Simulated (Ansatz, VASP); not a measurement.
One calculation of GaN, two programs

File INCAR:

```
SYSTEM = GaN
PREC = Accurate ; ENCUT = 520
EDIFF = 1E-8 ; ISMEAR = -1
SIGMA = 0.05 ; LREAL = .FALSE.
LASPH = .TRUE. ; NELM = 100
ALGO = Normal ; ISIF = 2
LWAVE = .FALSE. ; LCHARG = .FALSE.
GGA = PE ; LEFG = .TRUE.
NBANDS = 16
```

Contents of KPOINTS:

```
Automatic mesh
0
G
  6 6 8
  0 0 0
```

File POSCAR:

```
GaN
1.0
    5.2303800000      0.0000000000      0.0000000000
   -2.6151900000      4.5296400000      0.0000000000
    0.0000000000      0.0000000000      3.3901000000
Ga N
1 1
Direct
    0.0000000000      0.0000000000      0.5000000000
    0.0000000000      0.0000000000      0.0000000000
```

File input.yaml:

```yaml
crystal:
  lattice:
    - [5.23038, 0.0, 0.0]
    - [-2.61519, 4.52964, 0.0]
    - [0.0, 0.0, 3.3901]
  atoms:
    - { symbol: Ga, position: [0.0, 0.0, 0.5] }
    - { symbol: "N", position: [0.0, 0.0, 0.0] }
kpoints:
  mp_grid: { grid: [6, 6, 8] }
scf:
  occupations: { method: fermi_dirac, width: 0.05 }
hamiltonian:
  xc: pbe
  pseudopotentials: { kind: all_electron, datasets: crystal }
output:
  forces: true
  stress: true
  eigenvalues: true
  efg: {}
  elf: true
  volumetric_format: npy
```

Alike in both runs: task electric field gradients; functional PBE; k mesh 6 × 6 × 8; occupations fermi-dirac, width 0.05 eV; no spin polarisation.

|  | VASP | Ansatz |
| --- | --- | --- |
| version | VASP 6.6.1 | Ansatz 0.2.0 |
| potentials or method | VASP PAW PBE potentials, release 64 (Ga_d, N), cutoff 520 eV | all-electron PAW datasets made for the crystal |

|  | VASP | Ansatz | Ansatz less VASP |
| --- | --- | --- | --- |
| gap on the k mesh at the Fermi level (eV) | 1.17 | 1.17 | +0.008 |
| least direct gap on the mesh (eV) | 2.85 | 2.86 | +0.009 |
| pressure (GPa) | -0.3 | 0.0 | +0.25 |
| traceless stress, the component that is largest in VASP (GPa) | -0.52 | -0.08 | +0.448 |
| size of Vzz on the site where it differs most (V/Å²) | 279.3 | 302.2 | +22.89 |

Ansatz ran all-electron here, and VASP with PAW potentials.
